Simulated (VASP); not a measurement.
# HfN (F-43m) in VASP: further runs

The runs below take HfN through single point, with RPBE+D3(BJ), PBE, PBE+D4.

All numbers are computed with VASP 6.6.1; they aren't measurements. Logs are shortened: lines on timing, memory, paths and dates and some standing lists are left out, and cuts for length are marked.

**1. The cell of the first run**

The structure is cubic, space group F-43m (No. 216). The conventional cell has a = 4.910 Å, b = 4.910 Å, c = 4.910 Å, α = 90.00°, β = 90.00°, γ = 90.00°. Hf (site symmetry -43m) has 4 N at 2.13 Å within 2.8 Å. N (site symmetry -43m) has 4 Hf at 2.13 Å within 2.8 Å.

**2. Single point, RPBE+D3(BJ)**

Input file INCAR:

```
PREC = Accurate
ENCUT = 520
EDIFF = 1E-6
ISMEAR = 0
SIGMA = 0.05
LREAL = False
LASPH = True
NELM = 80
ALGO = Normal
ISIF = 2
LWAVE = False
LCHARG = False
GGA = RP
IVDW = 12
NBANDS = 14
```

Input file KPOINTS:

```
regular mesh
0
Gamma
  9 9 9
```

Input file POSCAR:

```
HfN
1.0
    0.0000000000      2.4548220000      2.4548220000
    2.4548220000      0.0000000000      2.4548220000
    2.4548220000      2.4548220000      0.0000000000
Hf N
1 1
Direct
    0.0000000000      0.0000000000      0.0000000000
    0.2500000000      0.2500000000      0.2500000000
```

Potentials or basis: VASP PAW PBE potentials, release 64 (Hf_pv, N).

Command:

```
$ cat potpaw_PBE.64/Hf_pv/POTCAR potpaw_PBE.64/N/POTCAR > POTCAR
$ mpirun -np 1 vasp_std > vasp.out
```

OUTCAR:

```text
PREC = Accurate
   ENCUT = 520
   EDIFF = 1E-6
   ISMEAR = 0
   LREAL = False
   LASPH = True
   NELM = 80
   ISIF = 2
   GGA = RP
   IVDW = 12
 IVDW          = 12

 ion  position               nearest neighbor table
   1  0.000  0.000  0.000-   2 2.13   2 2.13   2 2.13   2 2.13
   2  0.250  0.250  0.250-   1 2.13   1 2.13   1 2.13   1 2.13

  LATTYP: Found a face centered cubic cell.
 ALAT       =     4.9096440000

  Lattice vectors:

 A1 = (   0.0000000000,   2.4548220000,   2.4548220000)
 A2 = (   2.4548220000,   0.0000000000,   2.4548220000)
 A3 = (   2.4548220000,   2.4548220000,   0.0000000000)

Analysis of symmetry for initial positions (statically):
=====================================================================
 Subroutine PRICEL returns:
 Original cell was already a primitive cell.

 Routine SETGRP: Setting up the symmetry group for a
 face centered cubic supercell.

 Subroutine GETGRP returns: Found 24 space group operations
 (whereof 24 operations were pure point group operations)
 out of a pool of 48 trial point group operations.

The static configuration has the point symmetry T_d .

Analysis of symmetry for dynamics (positions and initial velocities):
=====================================================================
 Subroutine PRICEL returns:
 Original cell was already a primitive cell.

 Routine SETGRP: Setting up the symmetry group for a
 face centered cubic supercell.

 Subroutine GETGRP returns: Found 24 space group operations
 (whereof 24 operations were pure point group operations)
 out of a pool of 48 trial point group operations.

The dynamic configuration has the point symmetry T_d .

 Subroutine INISYM returns: Found 24 space group operations
 (whereof 24 operations are pure point group operations),
 and found     1 'primitive' translations

----------------------------------------------------------------------------------------

                                     Primitive cell

  volume of cell :      29.5863

  direct lattice vectors                    reciprocal lattice vectors
     0.000000000  2.454822000  2.454822000    -0.203680756  0.203680756  0.203680756
     2.454822000  0.000000000  2.454822000     0.203680756 -0.203680756  0.203680756
     2.454822000  2.454822000  0.000000000     0.203680756  0.203680756 -0.203680756

  length of vectors
     3.471642566  3.471642566  3.471642566     0.352785417  0.352785417  0.352785417

  position of ions in fractional coordinates (direct lattice)
     0.000000000  0.000000000  0.000000000
     0.250000000  0.250000000  0.250000000

  ion indices of the primitive-cell ions
   primitive index   ion index
                 1           1
                 2           2

----------------------------------------------------------------------------------------

 KPOINTS: regular mesh

Automatic generation of k-mesh.
 Grid dimensions read from file:
 generate k-points for:    9    9    9

 Generating k-lattice:

  Cartesian coordinates                     Fractional coordinates (reciprocal lattice)
    -0.022631195  0.022631195  0.022631195     0.111111111  0.000000000  0.000000000
     0.022631195 -0.022631195  0.022631195     0.000000000  0.111111111  0.000000000
     0.022631195  0.022631195 -0.022631195     0.000000000  0.000000000  0.111111111

  Length of vectors
     0.039198380  0.039198380  0.039198380

  Shift w.r.t. Gamma in fractional coordinates (k-lattice)
     0.000000000  0.000000000  0.000000000

 Subroutine IBZKPT returns following result:
 ===========================================

 Found     35 irreducible k-points:

 Following reciprocal coordinates:
            Coordinates               Weight
  0.000000  0.000000  0.000000      1.000000
  0.111111  0.000000  0.000000      8.000000
  0.222222  0.000000  0.000000      8.000000
  0.333333  0.000000  0.000000      8.000000
  0.444444  0.000000  0.000000      8.000000
  0.111111  0.111111  0.000000      6.000000
[... 16 lines left out ...]
 -0.333333  0.333333  0.000000     12.000000
  0.444444  0.444444  0.000000      6.000000
 [... further k-points ...]
   k-points           NKPTS =     35   k-points in BZ     NKDIM =     35   number of bands    NBANDS=     14
   number of dos      NEDOS =    301   number of ions     NIONS =      2
   total plane-waves  NPLWV =  21952
   dimension x,y,z NGX =    28 NGY =   28 NGZ =   28
   dimension x,y,z NGXF=    56 NGYF=   56 NGZF=   56
   ions per type =               1   1
   NGX,Y,Z   is equivalent  to a cutoff of  13.41, 13.41, 13.41 a.u.
   NGXF,Y,Z  is equivalent  to a cutoff of  26.82, 26.82, 26.82 a.u.
 SYSTEM =  unknown system
   PREC   = accura    normal or accurate (medium, high low for compatibility)
   ISTART =      0    job   : 0-new  1-cont  2-samecut
   ICHARG =      2    charge: 1-file 2-atom 10-const
   ISPIN  =      1    spin polarized calculation?
   LNONCOLLINEAR =      F non collinear calculations
   LSORBIT =      F    spin-orbit coupling
   LASPH  =      T    aspherical Exc in radial PAW
   ENCUT  =  520.0 eV  38.22 Ry    6.18 a.u.   6.45  6.45  6.45*2*pi/ulx,y,z
   NELM   =     80;   NELMIN=  2; NELMDL= -5     # of ELM steps
   EDIFF  = 0.1E-05   stopping-criterion for ELM
   LREAL  =      F    real-space projection
   EDIFFG = 0.1E-04   stopping-criterion for IOM
   NSW    =      0    number of steps for IOM
   IBRION =     -1    ionic relax: 0-MD 1-quasi-New 2-CG
   NFREE  =      0    steps in history (QN), initial steepest desc. (CG)
   ISIF   =      2    stress and relaxation
   ISYM   =      2    0-nonsym 1-usesym 2-fastsym
   POTIM  = 0.5000    time-step for ionic-motion
   TEBEG  =    0.0;   TEEND  =   0.0 temperature during run
   PSTRESS=    0.0 pullay stress
   NELECT =      15.0000    total number of electrons
   NUPDOWN=      -1.0000    fix difference up-down
   EMIN   =  10.00;   EMAX   =-10.00  energy-range for DOS
   EFERMI =   0.00;   METHOD = LEGACY
   ISMEAR =     0;   SIGMA  =   0.05  broadening in eV -4-tet -1-fermi 0-gaus
   EFERMI_NEDOS =   21; number of points for ismear=-14 and -15
   IALGO  =     38    algorithm
   IMIX   =      4    mixing-type and parameters
     AMIX     =   0.40;   BMIX     =  1.00
     AMIX_MAG =   1.60;   BMIX_MAG =  1.00
  volume/ion in A,a.u.               =      14.79        99.83
  Fermi-wavevector in a.u.,A,eV,Ry     =   1.305395  2.466839 23.185087  1.704056
  Thomas-Fermi vector in A             =   2.436267
   LORBIT       =      0    0 simple, 1 ext, 2 COOP (PROOUT), +10 PAW based schemes
   GGA     = RP    functional components
   LHFCALC =     F    Hartree Fock is set to
   AEXX    =    0.0000 exact exchange contribution
   IVDW    =    12    specifies the selected vdW correction
   LEPSILON=     F    determine dielectric tensor
   LRPA    =     F    only Hartree local field effects (RPA)
 non-spin polarized calculation
 Gauss-broadening in eV      SIGMA  =   0.05
  energy-cutoff  :      520.00
  volume of cell :       29.59
 maximum number of plane-waves:       821
 NGX is ok and might be reduce to    28
   NGX = 13   NGY = 13   NGZ = 13

 number of electron      15.0000001 magnetization

 Free energy of the ion-electron system (eV)
  ---------------------------------------------------
  ext. energy  EPLUGINS =         0.00000000
  ---------------------------------------------------
  free energy    TOTEN  =       -20.32551379 eV

  energy without entropy =      -20.32425257  energy(sigma->0) =      -20.32488318

 E-fermi :   5.8690     XC(G=0): -11.1159

 val. band max:        5.8167536422   @ k =   0.4444   0.2222   0.0000
 cond. band min:       5.8786346480   @ k =  -0.2222   0.3333   0.1111
 fundamental gap:      0.0618810057
 Fermi energy:         5.8689765376

 k-point     1 :       0.0000    0.0000    0.0000
  band No.  band energies     occupation
      1     -25.2769      2.00000
      2     -25.2769      2.00000
      3     -25.2769      2.00000
      4     -10.3485      2.00000
      5       0.4340      2.00000
      6       0.4340      2.00000
      7       0.4340      2.00000
      8       5.1575      2.00000
      9       8.1868      0.00000
     10       8.1868      0.00000
     11      12.4945      0.00000
     12      12.4945      0.00000
     13      12.4945      0.00000
     14      18.2530      0.00000

 k-point     2 :       0.1111    0.0000    0.0000
  band No.  band energies     occupation
      1     -25.3340      2.00000
      2     -25.2842      2.00000
      3     -25.2842      2.00000
      4     -10.2083      2.00000
      5       0.1805      2.00000
      6       0.5216      2.00000
      7       0.5216      2.00000
      8       5.8021      1.94140
      9       7.9954      0.00000
     10       7.9954      0.00000
     11      12.1757      0.00000
     12      12.7591      0.00000
     13      12.7591      0.00000
     14      17.5185      0.00000

 k-point     3 :       0.2222    0.0000    0.0000
  band No.  band energies     occupation
      1     -25.4750      2.00000
      2     -25.3025      2.00000
      3     -25.3025      2.00000
      4      -9.8692      2.00000
      5      -0.1449      2.00000
      6       0.7260      2.00000
      7       0.7260      2.00000
      8       7.0760      0.00000
      9       7.7826      0.00000
     10       7.7826      0.00000
     11      11.5926      0.00000
     12      12.9344      0.00000
     13      12.9344      0.00000
     14      15.1001      0.00000
[... 324 lines left out ...]
 k-point    23 :      -0.3333    0.3333    0.0000
  band No.  band energies     occupation
      1     -25.6489      2.00000
      2     -25.5344      2.00000
      3     -25.3822      2.00000
      4      -8.9962      2.00000
      5       0.1229      2.00000
      6       1.1561      2.00000
      7       1.6719      2.00000
      8       5.1357      2.00000
      9       8.0720      0.00000
     10       8.4282      0.00000
     11      11.8930      0.00000
     12      12.1030      0.00000
     13      14.2714      0.00000
     14      15.8396      0.00000

 k-point    24 :       0.4444    0.4444    0.0000
  band No.  band energies     occupation
      1     -25.7261      2.00000
      2     -25.4286      2.00000
      3     -25.4286      2.00000
      4      -8.9612      2.00000
      5      -0.9756      2.00000
      6       2.1907      2.00000
      7       2.1907      2.00000
      8       4.7597      2.00000
      9       8.3179      0.00000
     10       9.9138      0.00000
     11      10.7020      0.00000
     12      10.7020      0.00000
     13      14.8517      0.00000
     14      17.7335      0.00000

 [... further k-points ...]

------------------------ aborting loop because EDIFF is reached ----------------------------------------

 Edisp (eV)   -3.58221

 E8    (eV) :    -2.5277

  FORCE on cell =-STRESS in cart. coord.  units (eV):
  Direction    XX          YY          ZZ          XY          YZ          ZX
  --------------------------------------------------------------------------------------
  -------------------------------------------------------------------------------------
  Total      -3.75384    -3.75384    -3.75384    -0.00000     0.00000    -0.00000
  in kB    -203.28087  -203.28087  -203.28087    -0.00000     0.00000    -0.00000
  external pressure =     -203.28 kB  Pullay stress =        0.00 kB

 VOLUME and BASIS-vectors are now :
 -----------------------------------------------------------------------------
  energy-cutoff  :      520.00
  volume of cell :       29.59
      direct lattice vectors                 reciprocal lattice vectors
     0.000000000  2.454822000  2.454822000    -0.203680756  0.203680756  0.203680756
     2.454822000  0.000000000  2.454822000     0.203680756 -0.203680756  0.203680756
     2.454822000  2.454822000  0.000000000     0.203680756  0.203680756 -0.203680756

 POSITION                                       TOTAL-FORCE (eV/Angst)
 -----------------------------------------------------------------------------------
      0.00000      0.00000      0.00000        -0.000000     -0.000000     -0.000000
      1.22741      1.22741      1.22741         0.000000      0.000000      0.000000
 -----------------------------------------------------------------------------------
    total drift:                               -0.000000     -0.000000     -0.000000

  FREE ENERGIE OF THE ION-ELECTRON SYSTEM (eV)
  ---------------------------------------------------
  free  energy   TOTEN  =       -23.9077196477 eV

  energy  without entropy=      -23.9064584349  energy(sigma->0) =      -23.90708904
```

It took 26 s on 1 thread of Intel Xeon Platinum 8259CL at 2.50GHz (Skylake/Cascade Lake), shared host; peak memory 0.17 GiB.

What came out:

```
Free energy                : -23.9077 eV
Pressure                   : -20.3 GPa
Dispersion energy per atom : -1.791 eV
```

Caveat: the PAW data sets were made with another functional, which shifts forces and pressure a little; spin-orbit coupling is left out, which moves the levels of the heavy elements; pairwise dispersion overbinds metals, which lowers pressure and volume.

**3. Single point, PBE**

Input file INCAR:

```
PREC     = Accurate       # precision mode
ENCUT    = 520            # plane-wave cutoff, eV
EDIFF    = 1E-6           # SCF threshold, eV
ISMEAR   = 0              # smearing method
SIGMA    = 0.05           # smearing width, eV
LREAL    = False          # projectors in reciprocal space
LASPH    = True           # aspherical terms in the spheres
NELM     = 100            # most SCF steps
ALGO     = Normal         # electronic algorithm
ISIF     = 2              # what is computed and relaxed
LWAVE    = False          # write WAVECAR
LCHARG   = True           # write CHGCAR
GGA      = PE             # functional
LELF     = True           # ELF
LVHAR    = True         
NBANDS   = 14             # bands
```

KPOINTS is that of step 2.

POSCAR is that of step 2.

Potentials or basis: VASP PAW PBE potentials, release 64 (Hf_pv, N).

Command:

```
$ cat potpaw_PBE.64/Hf_pv/POTCAR potpaw_PBE.64/N/POTCAR > POTCAR
$ mpirun -np 1 vasp_std > vasp.out
```

It took 38 s on 1 thread of Intel Xeon Platinum 8259CL at 2.50GHz (Skylake/Cascade Lake), shared host; peak memory 0.16 GiB.

The run converged. Its results:

| Quantity | Value |
| --- | --- |
| Free energy | -21.2200 eV |
| Pressure | -0.3 GPa |

Levels at points of the mesh, in eV from the Fermi level:
```tsv
k point	band 4	band 5	band 6	band 7	band 8	band 9	band 10	band 11
(0.00, 0.00, 0.00)	-16.14	-5.42	-5.42	-5.42	-0.70	2.28	2.28	6.61
```

Caveat: spin-orbit coupling is left out, which moves the levels of the heavy elements.

[end of part 1 of 2]
